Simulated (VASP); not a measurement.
Write the native input for VASP 6.6.1 that does the following.

```
Task                   : single point
Functional             : PBE
Potentials or basis    : VASP PAW PBE potentials, release 64 (Ni_sv_GW, O)
Cutoff                 : 700 eV
k mesh                 : 5 × 5 × 3
Occupations            : gaussian, width 0.05 eV
Spin                   : collinear spin, antiferromagnetic start
Starting moments       : [2.0, -2.0, 0.0, 0.0] μB
Hubbard terms          : Ni d U = 6.2 eV
Dipole correction      : no
Further INCAR settings : ALGO = Normal; EDIFF = 1e-06; NBANDS = 36
```

The structure of NiO lies in POSCAR:

```
NiO
1.0
    1.5090321866      0.8712401392      2.4634136995
   -1.5090321866      0.8712401392      2.4634136995
    0.0000000000     -5.2274408349      0.0000000000
Ni O
2 2
Direct
    1.0000000000      0.0000000000      0.0000000000
    1.5000000000      0.5000000000      0.5000000000
    0.7500000000      0.7500000000      0.2500000000
    1.2500000000      1.2500000000      0.7500000000
```

One way to write it, as run:

INCAR

```
  PREC = Accurate
  ENCUT = 700
  EDIFF = 1E-6
  ISMEAR = 0
  SIGMA = 0.05
  LREAL = False
  LASPH = True
  NELM = 200
  ALGO = Normal
  ISIF = 2
  LWAVE = False
  LCHARG = False
  ISPIN = 2
  MAGMOM = 2 -2 0 0
  LORBIT = 11
  LMAXMIX = 4
  LDAU = True
  LDAUTYPE = 2
  LDAUL = 2 -1
  LDAUU = 6.2 0
  LDAUJ = 0 0
  LDAUPRINT = 1
  GGA = PE
  NBANDS = 36
  GGA_COMPAT = False
```

KPOINTS

```
Automatic mesh
0
Gamma
  5 5 3
```

Potentials or basis: VASP PAW PBE potentials, release 64 (Ni_sv_GW, O).

The run is started by

```bash
$ cat potpaw_PBE.64/Ni_sv_GW/POTCAR potpaw_PBE.64/O/POTCAR > POTCAR
$ mpirun -np 1 vasp_std > vasp.out
```

It gave:

```yaml
Pressure: -4.2 GPa
Band_gap_on_the_k_mesh: 2.84 eV
Net_moment: 0.00 μB per cell
Site_moments: Ni +1.75, -1.75; O +0.00 μB
Valence_electrons_inside_the_program's_atomic_spheres: Ni 16.07; O 5.00
```

Caveat: the k points lie up to 0.49 Å⁻¹ apart.

It took 2.2 min on 1 thread of Intel(R) Xeon(R) Platinum 8559C (Emerald Rapids) (shared host), peak memory 0.27 GiB.
